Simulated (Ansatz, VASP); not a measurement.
## Two plane-wave programs on Te2Mo

```
Te Mo
1.0
     3.51820    0.00000    0.00000
    -1.75910    3.04685    0.00000
     0.00000    0.00000   13.97360
Te Mo
4 2
Direct
  0.66667 0.33333 0.37900
  0.33333 0.66667 0.87900
  0.66667 0.33333 0.12100
  0.33333 0.66667 0.62100
  0.66667 0.33333 0.75000
  0.33333 0.66667 0.25000
```

Alike in both runs: task relaxation of cell and atoms; functional r2SCAN; dispersion rVV10; k mesh 9 × 9 × 2; occupations fermi-dirac, width 0.05 eV; no spin polarisation.

|  | VASP | Ansatz |
| --- | --- | --- |
| version | VASP 6.6.1 | Ansatz 0.2.0 |
| potentials or method | VASP PAW PBE potentials, release 64 (Te, Mo_sv) | Ansatz PAW |
| plane-wave cutoff (eV) | 600 | 500 |
| valence electrons in the cell | 52 | 92 |

```csv
,VASP,Ansatz,Ansatz less VASP
"gap on the k mesh at the Fermi level, each at its own relaxed structure (eV)",0.94,0.94,-0.003
relaxed volume (Å³/atom),25.82,25.68,-0.142
relaxed length of the cell vector where the two differ most in proportion (Å),14.221,14.181,-0.0392
```

VASP's potentials were made for PBE, not for r2SCAN. VASP's potentials hold 52 valence electrons a cell and Ansatz's 92, so a difference there can come from the potentials and not from the codes.

Neither program's run includes spin-orbit coupling. Noted on Ansatz's run: odd divisions of the mesh miss points on the zone boundary, where band edges often lie, so the gap on the mesh can be too wide; the plane-wave basis is chosen anew once the cell has moved, so the energies of steps on either side of that aren't comparable.
